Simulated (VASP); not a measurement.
Li2O, 3 atoms in the cell. It takes space group Fm-3m (No. 225, cubic). The conventional cell has a = 4.654 Å, b = 4.654 Å, c = 4.654 Å, α = 90.00°, β = 90.00°, γ = 90.00°. Li (site symmetry -43m) has 4 O at 2.02 Å and 6 Li at 2.33 Å within 2.7 Å. Within 2.7 Å of O (site symmetry m-3m) lie 8 Li at 2.02 Å. 

```yaml
Program: VASP 6.6.1
Task: single point
Functional: PBE
Potentials_or_basis: VASP PAW PBE potentials, release 64 (Li_sv, O)
Cutoff: 750 eV
k_mesh: 4 × 4 × 4, shifted
Occupations: gaussian, width 0.1 eV
Spin: no spin polarisation
Hubbard_terms: O p U = 1.8 eV
Dipole_correction: no
Further_INCAR_settings: ALGO = Normal; EDIFF = 1e-06; NBANDS = 13; ISYM = 0
```

Potentials or basis: VASP PAW PBE potentials, release 64 (Li_sv, O).

Run with:

```bash
$ cat potpaw_PBE.64/Li_sv/POTCAR potpaw_PBE.64/O/POTCAR > POTCAR
$ mpirun -np 1 vasp_std > vasp.out
```

Hardware: 1 thread of Intel Xeon 8259CL (shared host).

Task: How long does it take, and how much memory?

Result: Wall time 110 s on 1 thread of Intel Xeon 8259CL, with other jobs on the host, peak memory 0.16 GiB. Counts: scf iterations 13, k points 96.
